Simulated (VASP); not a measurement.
ZnH2: relaxation of cell and atoms with PBE

ZnH2:

```xyz
6
Lattice="2.8337 0.0000 0.0000 -1.4169 2.4541 0.0000 0.0000 0.0000 7.3071" Properties=species:S:1:pos:R:3 pbc="T T T"
Zn    0.0000    1.6361    1.8268
Zn    1.4169    0.8180    5.4803
H     0.0000    1.6361    4.0043
H     1.4169    0.8180    0.3507
H     0.0000    1.6361    6.9564
H     1.4169    0.8180    3.3028
```

The cell was built from a structure type or drawn by symmetry, and may not be a known phase.

```
Program                : VASP 6.6.1
Task                   : relaxation of cell and atoms
Functional             : PBE
Potentials or basis    : VASP PAW PBE potentials, release 64 (Zn, H_h)
Cutoff                 : 910 eV
k mesh                 : 6 × 6 × 4
Occupations            : gaussian, width 0.1 eV
Spin                   : no spin polarisation
Dipole correction      : no
Further INCAR settings : ALGO = Normal; EDIFF = 1e-07; IBRION = 2; EDIFFG = -0.04; NSW = 90; ISIF = 3
```

| Quantity | Value |
| --- | --- |
| Relaxed volume | 8.45 Å³/atom |
| Relaxed cell | a = 2.676 Å, b = 2.676 Å, c = 8.181 Å, α = 90.00°, β = 90.00°, γ = 120.00° |
| Space group after relaxing (to 0.1 Å) | P6_3/mmc (No. 194) |
| Energy gained by relaxing | 120.7 meV/atom |
| Ionic steps | 27 |
| Pressure after relaxing | 0.2 GPa |
| Largest force after relaxing | 0.013 eV/Å |
| Band gap on the k mesh | zero (bands 14 and 15 overlap by 0.77 eV) |

Forces on the atoms (eV/Å):
```
Zn   0.000  0.000  0.000
Zn   0.000  0.000  0.000
H    0.000  0.000 -0.013
H    0.000  0.000 -0.013
H    0.000  0.000  0.013
H    0.000  0.000  0.013
```

Stress tensor (GPa, compression positive):
```
-0.01  0.00  0.00
 0.00 -0.01  0.00
 0.00  0.00  0.51
```

Step by step:
| step | energy change (eV) | largest force (eV/Å) | pressure (GPa) | volume (Å³) |
| --- | --- | --- | --- | --- |
| 1 | 0.0000 | 0.1807 | -7.50 | 50.82 |
| 2 | -0.1528 | 0.1357 | -3.90 | 47.95 |
| 3 | -0.2130 | 0.1511 | 0.09 | 45.63 |
| 4 | -0.2161 | 0.1569 | 1.27 | 45.00 |
| 5 | -0.2298 | 0.1774 | 1.07 | 45.23 |
| 6 | -0.2493 | 0.2204 | 0.52 | 45.93 |
| 7 | -0.2622 | 0.2002 | 0.10 | 46.24 |
| 8 | -0.2883 | 0.1238 | -1.03 | 47.16 |
| 9 | -0.2882 | 0.0310 | -2.33 | 49.04 |
| 10 | -0.2938 | 0.0435 | -1.93 | 48.27 |
| 11 | -0.3069 | 0.0318 | -0.25 | 47.35 |
| 12 | -0.3129 | 0.0239 | 1.53 | 46.41 |
| 13 | -0.3213 | 0.0321 | 1.92 | 46.22 |
| 14 | -0.3634 | 0.0500 | 3.05 | 45.65 |
| 15 | -0.4122 | 0.2365 | 6.65 | 44.49 |
| 16 | -0.4180 | 0.2659 | 6.87 | 44.45 |
| 17 | -0.4293 | 0.3196 | 7.72 | 44.35 |
| 18 | -0.4335 | 0.4618 | 9.78 | 44.12 |
| 19 | -0.4661 | 0.4280 | 9.07 | 44.49 |
| 20 | -0.5607 | 0.3430 | 7.10 | 45.59 |
| 21 | -0.6792 | 0.2080 | 4.13 | 47.77 |
| 22 | -0.6889 | 0.2017 | 0.51 | 52.01 |
| 23 | -0.7137 | 0.0042 | 1.64 | 50.37 |
| 24 | -0.7152 | 0.0457 | 2.08 | 49.84 |
| 25 | -0.7152 | 0.0355 | 1.99 | 49.95 |
| 26 | -0.7208 | 0.0275 | 1.31 | 50.23 |
| 27 | -0.7243 | 0.0129 | 0.17 | 50.72 |

Final structure:
```xyz
6
Lattice="2.6756 0.0000 0.0000 -1.3378 2.3171 0.0000 0.0000 0.0000 8.1815" Properties=species:S:1:pos:R:3 pbc="T T T"
Zn    0.0000    1.5447    2.0454
Zn    1.3378    0.7724    6.1361
H     0.0000    1.5447    4.9461
H     1.3378    0.7724    0.8554
H     0.0000    1.5447    7.3261
H     1.3378    0.7724    3.2353
```

Levels at points of the mesh, in eV from the Fermi level:
| k point | band 12 | band 13 | band 14 | band 15 | band 16 | band 17 |
| --- | --- | --- | --- | --- | --- | --- |
| (0.00, 0.00, 0.00) | -7.53 | -7.38 | -4.01 | 1.77 | 7.57 | 11.27 |
| (0.50, 0.00, 0.00) | -4.89 | -1.86 | -0.77 | -0.65 | 0.00 | 4.09 |
| (0.00, 0.00, 0.50) | -7.53 | -5.67 | -5.67 | 4.34 | 4.34 | 12.84 |
| (0.50, 0.00, 0.50) | -5.05 | -1.54 | -1.54 | 0.07 | 0.07 | 4.27 |

It took 7.2 min on 1 thread of Intel(R) Xeon(R) 6975P-C (Granite Rapids) (shared host), peak memory 0.26 GiB.

Caveat: the k points lie up to 0.45 Å⁻¹ apart in the final cell, too coarse for converged energies and pressures of a metal.
